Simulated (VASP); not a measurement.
Here is a VASP 6.6.1 calculation.

The input INCAR:

```
PREC     = Accurate       # precision mode
ENCUT    = 520            # plane-wave cutoff, eV
EDIFF    = 1E-7           # SCF threshold, eV
ISMEAR   = -1             # smearing method
SIGMA    = 0.02           # smearing width, eV
LREAL    = F              # projectors in reciprocal space
LASPH    = T              # aspherical terms in the spheres
NELM     = 80             # most SCF steps
ALGO     = Normal         # electronic algorithm
ISIF     = 2              # what is computed and relaxed
LWAVE    = F              # write WAVECAR
LCHARG   = F              # write CHGCAR
GGA      = PE             # functional
IVDW     = 12             # dispersion correction
NBANDS   = 36             # bands
```

The input KPOINTS:

```
regular mesh
0
Gamma
  1 1 1
```

Contents of POSCAR:

```
H2ClF
1.0
    6.5460240000      0.0000000000      0.0000000000
    0.0000000000      6.5460240000      0.0000000000
    0.0000000000      0.0000000000      6.5460240000
F H Cl
3 6 3
Direct
    0.4187274596      0.3567967365      0.7855455464
    0.6051612399      0.1422390141      0.4695063752
    0.7246841747      0.6484852485      0.6701930821
    0.5327355964      0.3072704897      0.7139753841
    0.7333764740      0.0643444020      0.4348135601
    0.6151978667      0.7224843661      0.7236759291
    0.1232503883      0.9452913708      0.8046869367
    0.1750222731      0.2679030813     -0.1396267414
    0.9286247652      0.7546412907      0.4883575129
    0.2144966166      0.7755853019      0.7951391562
   -0.0021081499      0.2414289957     -0.0405131420
    0.9894555840      0.8892268039      0.3563995488
```

Potentials or basis: VASP PAW PBE potentials, release 64 (F, H, Cl).

Launch:

```console
$ cat potpaw_PBE.64/F/POTCAR potpaw_PBE.64/H/POTCAR potpaw_PBE.64/Cl/POTCAR > POTCAR
$ mpirun -np 1 vasp_gam > vasp.out
```

What does it give for the largest force?

1.706 eV/Å.

Predict the dispersion energy per atom.

-0.036 eV.

Estimate the pressure.

0.0 GPa.

Predict the band gap on the k mesh.

5.43 eV.

Stress tensor (GPa, compression positive):
```
-0.74  0.06  0.48
 0.06  0.56 -0.33
 0.48 -0.33  0.07
```

Caveat: the k points lie up to 0.96 Å⁻¹ apart.
